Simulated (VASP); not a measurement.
A run of VASP 6.6.1:

File INCAR:

```
SYSTEM = Br
PREC     = Accurate       ! precision mode
ENCUT    = 520            ! plane-wave cutoff, eV
EDIFF    = 1E-8           ! SCF threshold, eV
ISMEAR   = -1             ! smearing method
SIGMA    = 0.01           ! smearing width, eV
LREAL    = .False.        ! projectors in reciprocal space
LASPH    = .True.         ! aspherical terms in the spheres
NELM     = 100            ! most SCF steps
ALGO     = Normal         ! electronic algorithm
ISIF     = 2              ! what is computed and relaxed
LWAVE    = .False.        ! write WAVECAR
LCHARG   = .False.        ! write CHGCAR
GGA      = PE             ! functional
LEFG     = .True.       
NBANDS   = 22             ! bands
```

The input KPOINTS:

```
regular mesh
0
Gamma
  7 7 3
  0 0 0
```

File POSCAR:

```
Br
1.0
    3.3350000000     -2.2400000000      0.0000000000
    3.3350000000      2.2400000000      0.0000000000
    0.0000000000      0.0000000000      8.7200000000
Br
4
Direct
    0.1350000000      0.8650000000      0.1100000000
    0.6350000000      0.3650000000      0.3900000000
    0.8650000000      0.1350000000      0.8900000000
    0.3650000000      0.6350000000      0.6100000000
```

Potentials or basis: VASP PAW PBE potentials, release 64 (Br).

Launch:

```console
$ cat potpaw_PBE.64/Br/POTCAR > POTCAR
$ mpirun -np 1 vasp_std > vasp.out
```

Hardware: 1 thread of AMD EPYC 7R13 (shared host).

**Question.** How long does it take, and how much memory?

**Answer.** Wall time 3.2 min on 1 thread of AMD EPYC 7R13, with other jobs on the host, peak memory 0.23 GiB. Counts: scf iterations 16, k points 32.
